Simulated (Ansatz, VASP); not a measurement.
**Pb: VASP beside Ansatz**

```
Pb
1.0
     0.00000    2.46352    2.46352
     2.46352    0.00000    2.46352
     2.46352    2.46352    0.00000
Pb
1
Direct
  0.00000 0.00000 0.00000
```

Alike in both runs: task relaxation of cell and atoms; functional PBEsol; k mesh 15 × 15 × 15; occupations fermi-dirac, width 0.1 eV; no spin polarisation.

|  | VASP | Ansatz |
| --- | --- | --- |
| version | VASP 6.6.1 | Ansatz 0.2.0 |
| potentials or method | VASP PAW PBE potentials, release 64 (Pb_d) | PAW with Ansatz's default frozen-core files, scalar-relativistic |
| plane-wave cutoff (eV) | 600 | 420 |
| valence electrons in the cell | 14 | 14 |

```tsv
	VASP	Ansatz	Ansatz less VASP
relaxed volume (Å³/atom)	30.00	30.04	+0.037
relaxed cell length with the largest relative difference (Å)	3.488	3.489	+0.0014
```

VASP's potentials were made for PBE, not for PBEsol.

Spin-orbit coupling is off throughout.
